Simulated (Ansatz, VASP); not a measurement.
## Ga2Sb2CO: VASP beside Ansatz

```
CELL_PARAMETERS angstrom
4.33438 0.00000 0.00000
-2.16719 3.75368 0.00000
0.00000 0.00000 23.61974
ATOMIC_POSITIONS crystal
Sb 0.00000 0.00000 0.16935
Sb 0.33333 0.66667 0.32597
Ga 0.33333 0.66667 0.20681
Ga 0.66667 0.33333 0.35859
O 0.66667 0.22222 0.48983
C 0.66667 0.22222 0.53852
```

Alike in both runs: task single point; functional PBE; dispersion D3(BJ); k mesh 6 × 6 × 1; occupations gaussian, width 0.1 eV; no spin polarisation.

|  | VASP | Ansatz |
| --- | --- | --- |
| version | VASP 6.6.1 | Ansatz 0.2.0 |
| potentials or method | VASP PAW PBE potentials, release 64 (Sb, Ga_d, O, C), cutoff 520 eV | scalar-relativistic, plane waves, PAW |
| valence electrons in the cell | 46 | 66 |

|  | VASP | Ansatz | Ansatz less VASP |
| --- | --- | --- | --- |
| gap on the k mesh at the Fermi level (eV) | 0.07 | 0.07 | -0.005 |
| least direct gap on the mesh (eV) | 0.07 | 0.08 | +0.004 |
| rms of the force components (eV/Å) | 0.240 | 0.508 | +0.2679 |

One of these differences is far larger than is usual between the two programs; its cause wasn't traced. VASP's potentials hold 46 valence electrons a cell and Ansatz's 66, so a difference there can come from the potentials and not from the codes.

Spin-orbit coupling is off throughout. Noted on VASP's run: the standard files for N, O and F lose accuracy on very short bonds.
